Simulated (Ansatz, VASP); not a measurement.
**One calculation of BaTiO3, two programs**

```
Ba Ti O
1.0
     3.96375    0.00000    0.00000
     0.00000    2.85764    2.87396
     0.00000   -2.85764    2.87396
Ba Ti O
1 1 3
Direct
  0.00000 0.00498 0.00498
  0.50000 0.52053 0.52053
  0.50000 0.97679 0.49058
  0.50000 0.49058 0.97679
  0.00000 0.48702 0.48702
```

Alike in both runs: functional r2SCAN; k mesh 6 × 6 × 6; occupations gaussian, width 0.02 eV; no spin polarisation.

Ansatz relaxed the structure, and its values are those at the end. VASP's run is a single point on that final structure, the one shown.

|  | VASP | Ansatz |
| --- | --- | --- |
| version | VASP 6.6.1 | Ansatz 0.2.0 |
| potentials or method | VASP PAW PBE potentials, release 64 (Ba_sv, Ti_sv, O), cutoff 520 eV | scalar-relativistic, plane waves, PAW |
| valence electrons in the cell | 40 | 40 |

|  | VASP | Ansatz | Ansatz less VASP |
| --- | --- | --- | --- |
| gap on the k mesh at the Fermi level (eV) | 2.64 | 2.66 | +0.016 |
| least direct gap on the mesh (eV) | 3.11 | 3.09 | -0.020 |
| pressure (GPa) | 1.9 | 0.0 | -1.92 |
| rms of the force components (eV/Å) | 0.064 | 0.001 | -0.0631 |

VASP's potentials were made for PBE, not for r2SCAN. With one functional, cell and mesh, what is left measures potentials, basis and numerics.

Neither program's run includes spin-orbit coupling.
